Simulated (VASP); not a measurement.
# H8C3S2: single point with PBE+D3(BJ)

H8C3S2:

```
CELL_PARAMETERS angstrom
8.48185 0.00000 0.00000
0.00000 8.48185 0.00000
0.00000 0.00000 8.48185
ATOMIC_POSITIONS crystal
S 0.92084 0.58508 0.98397
S 0.15389 0.29384 0.97391
S 0.32943 0.03583 0.67457
S 0.02125 0.84905 0.74879
S 0.58910 0.23883 0.93234
S 0.51626 0.59626 0.85408
C 0.01965 0.42550 0.96733
C 0.18675 0.92111 0.70966
C 0.55133 0.41355 0.88693
C 0.40426 0.94597 0.15968
C 0.81697 0.28448 0.55147
C 0.10528 0.60130 0.44141
C 0.89502 0.01253 0.16310
C 0.37532 0.34988 0.29209
C 0.63915 0.67659 0.40841
H 0.50055 0.85392 0.13042
H 0.45985 0.06499 0.18080
H 0.30316 0.91815 0.24111
H 0.33995 0.95645 0.04388
H 0.77125 0.16067 0.55032
H 0.92612 0.28793 0.60919
H 0.74017 0.34050 0.63727
H 0.80217 0.34492 0.43413
H 0.03588 0.70690 0.39329
H 0.13767 0.51446 0.35952
H 0.02241 0.54061 0.53093
H 0.21333 0.63493 0.48495
H 0.01187 0.02939 0.14042
H 0.87862 0.99593 0.29056
H 0.85267 0.91472 0.10164
H 0.83259 0.11945 0.12342
H 0.48581 0.35070 0.36312
H 0.39546 0.33634 0.17640
H 0.30546 0.47454 0.30226
H 0.31269 0.24536 0.32291
H 0.64751 0.70419 0.28575
H 0.74786 0.67877 0.47747
H 0.60135 0.55585 0.40120
H 0.51748 0.71317 0.46756
```

```json
{
 "Program": "VASP 6.6.1",
 "Task": "single point",
 "Functional": "PBE",
 "Dispersion": "D3(BJ)",
 "Potentials or basis": "VASP PAW PBE potentials, release 64 (S, C, H)",
 "Cutoff": "520 eV",
 "k mesh": "1 × 1 × 1",
 "Occupations": "fermi-dirac, width 0.05 eV",
 "Spin": "no spin polarisation",
 "Dipole correction": "no",
 "Further INCAR settings": "LREAL = Auto; ALGO = Normal; EDIFF = 1e-06; NBANDS = 73"
}
```

- Pressure: -0.6 GPa
- Largest force: 4.574 eV/Å
- Band gap on the k mesh: 3.10 eV
- Dispersion energy per atom: -0.052 eV

Forces on the atoms (eV/Å):
```
S    0.550 -2.007 -0.242
S   -1.613  1.013 -0.534
S   -0.352 -1.050  0.083
S    0.737  0.035 -0.205
S   -0.053  0.641 -0.394
S    0.216 -2.011  0.195
C    1.005  0.804  0.757
C   -0.374  1.315 -0.027
C   -0.214  1.449  0.075
C   -0.005  0.072 -1.650
C   -2.365 -0.526 -0.713
C   -4.226  0.534  0.669
C   -2.115  1.307  1.518
C   -0.665  3.044  3.348
C   -2.685 -0.685  1.385
H   -1.368  0.912  1.057
H   -0.474 -1.106  0.191
H    1.343 -0.167 -0.041
H    0.430  0.142  0.456
H    0.444  0.504 -0.366
H    1.923  0.012  0.090
H   -0.472  0.481  0.015
H    0.528 -0.559  0.911
H    0.923 -1.206  0.173
H   -0.549 -0.877 -1.499
H    1.304  0.813 -0.769
H    1.976  1.056  1.602
H    2.920  0.300 -0.575
H   -0.128  0.046 -0.110
H   -0.688 -1.527 -0.920
H   -0.016 -0.193  0.193
H   -0.437  0.175 -0.444
H    1.219 -0.231 -3.722
H    1.584 -2.880  0.055
H   -1.099 -0.431  0.743
H    0.237  0.973 -0.589
H   -0.234  0.503  0.059
H    0.423 -1.258  0.004
H    2.371  0.583 -0.781
```

Stress tensor (GPa, compression positive):
```
-0.67  1.62  0.15
 1.62 -2.40  1.02
 0.15  1.02  1.24
```

Levels at points of the mesh, in eV from the valence-band top:
| k point | band 46 | band 47 | band 48 | band 49 | band 50 | band 51 |
| --- | --- | --- | --- | --- | --- | --- |
| (0.00, 0.00, 0.00) | -0.34 | -0.16 | 0.00 | 3.10 | 3.24 | 3.27 |

It used 220 s of CPU time on 1 thread of AMD EPYC 7R13 Processor (Zen 3), on a shared host.

Caveat: the k points lie up to 0.74 Å⁻¹ apart.
